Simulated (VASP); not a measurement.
Set up this calculation in VASP 6.6.1, as the native input.

- Task: single point
- Functional: PBE
- Potentials or basis: VASP PAW PBE potentials, release 64 (W_sv, S)
- Cutoff: 520 eV
- k mesh: 10 × 10 × 3
- Occupations: fermi-dirac, width 0.05 eV
- Spin: no spin polarisation
- Dipole correction: no
- Further INCAR settings: ALGO = Normal; EDIFF = 1e-07; NBANDS = 35

The structure of WS2 (Tungstenite) lies in POSCAR:

```
WS2
1.0
    3.2010602164      0.0000000000      0.0000000000
   -1.6005301082      2.7721994664      0.0000000000
    0.0000000000      0.0000000000     12.5827838695
W S
2 4
Direct
    0.6666666667      0.3333333333      0.7500000000
    0.3333333333      0.6666666667      0.2500000000
    0.6666666667      0.3333333333      0.3750000000
    0.3333333333      0.6666666667      0.8750000000
    0.6666666667      0.3333333333      0.1250000000
    0.3333333333      0.6666666667      0.6250000000
```

The input as run:

INCAR

```
SYSTEM = WS2
ALGO = Normal ; EDIFF = 1E-7
ENCUT = 520 ; GGA = PE
ISIF = 2 ; ISMEAR = -1
LASPH = .TRUE. ; LCHARG = .TRUE.
LELF = .TRUE. ; LREAL = .FALSE.
LVHAR = .TRUE. ; LWAVE = .FALSE.
NBANDS = 35 ; NELM = 80
PREC = Accurate ; SIGMA = 0.05
```

KPOINTS

```
k-points
0
G
  10 10 3
  0 0 0
```

Potentials or basis: VASP PAW PBE potentials, release 64 (W_sv, S).

The run is started by

```console
$ cat potpaw_PBE.64/W_sv/POTCAR potpaw_PBE.64/S/POTCAR > POTCAR
$ mpirun -np 1 vasp_std > vasp.out
```

It gave:

```json
{"Pressure": "-0.9 GPa", "Largest force": "0.207 eV/Å", "Band gap on the k mesh": "1.15 eV, indirect (least direct gap 2.03 eV)"}
```

Caveat: spin-orbit coupling is left out, which moves the levels of the heavy elements; this functional lacks dispersion, which binds the layers, so the pressure and a relaxed spacing across them are unreliable.

It took 110 s on 1 thread of Intel Xeon 6975P-C, on a shared host, peak memory 0.27 GiB.
